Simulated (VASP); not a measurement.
Write the native input for VASP 6.6.1 that does the following.

| Item | Value |
| --- | --- |
| Task | relaxation of cell and atoms |
| Functional | r2SCAN |
| Dispersion | D3(BJ) |
| Potentials or basis | VASP PAW PBE potentials, release 64 (Zn, O) |
| Cutoff | 600 eV |
| k mesh | 9 × 9 × 5 |
| Occupations | fermi-dirac, width 0.05 eV |
| Spin | no spin polarisation |
| Dipole correction | no |
| Further INCAR settings | ALGO = Normal; EDIFF = 1e-07; IBRION = 2; EDIFFG = -0.01; NSW = 60; ISIF = 3 |

Crystal: ZnO.

```
CELL_PARAMETERS angstrom
3.24931 0.00000 0.00000
-1.62465 2.81398 0.00000
0.00000 0.00000 5.20571
ATOMIC_POSITIONS crystal
Zn 0.66667 0.33333 0.00000
Zn 0.33333 0.66667 0.50000
O 0.33333 0.66667 0.87901
O 0.66667 0.33333 0.37901
```

The input as run:

POSCAR

```
ZnO
1.0
    3.2493080000      0.0000000000      0.0000000000
   -1.6246540000      2.8139832727      0.0000000000
    0.0000000000      0.0000000000      5.2057090000
Zn O
2 2
Direct
    0.6666666667      0.3333333333      0.0000000000
    0.3333333333      0.6666666667      0.5000000000
    0.3333333333      0.6666666667      0.8790100000
    0.6666666667      0.3333333333      0.3790100000
```

INCAR.step1

```
PREC = Accurate
ENCUT = 600
ISMEAR = -1
SIGMA = 0.05
LREAL = False
LASPH = True
NELM = 100
GGA = PE
ALGO = Normal
EDIFF = 1E-4
LWAVE = True
LCHARG = False
```

INCAR.step2

```
PREC = Accurate
ENCUT = 600
EDIFF = 1E-7
ISMEAR = -1
SIGMA = 0.05
LREAL = False
LASPH = True
NELM = 100
ALGO = Normal
ISIF = 3
LWAVE = False
LCHARG = False
METAGGA = R2SCAN
LMIXTAU = True
IVDW = 12
VDW_S6 = 1.0
VDW_S8 = 0.78981345
VDW_A1 = 0.49484001
VDW_A2 = 5.73083694
IBRION = 2
NSW = 60
EDIFFG = -0.01
ISTART = 1
```

KPOINTS

```
Automatic mesh
0
Gamma
  9 9 5
```

Potentials or basis: VASP PAW PBE potentials, release 64 (Zn, O).

Launch:

```console
$ cat potpaw_PBE.64/Zn/POTCAR potpaw_PBE.64/O/POTCAR > POTCAR
$ cp INCAR.step1 INCAR
$ mpirun -np 1 vasp_std > vasp.out
$ cp INCAR.step2 INCAR
$ mpirun -np 1 vasp_std > vasp.out
```

It gave:

- Relaxed volume: 11.75 Å³/atom
- Relaxed cell: a = 3.230 Å, b = 3.230 Å, c = 5.199 Å, α = 90.00°, β = 90.00°, γ = 120.00°
- Space group after relaxing (to 0.1 Å): P6_3mc (No. 186)
- Energy gained by relaxing: 1.3 meV/atom
- Ionic steps: 6
- Pressure after relaxing: 0.0 GPa
- Largest force after relaxing: 0.009 eV/Å
- Band gap on the k mesh: 1.24 eV
- Dispersion energy per atom: -0.107 eV

Caveat: the PAW data sets were made with another functional, which shifts forces and pressure a little.

Wall time 22 min on 1 thread of Intel Xeon 8259CL (shared host), peak memory 0.23 GiB.
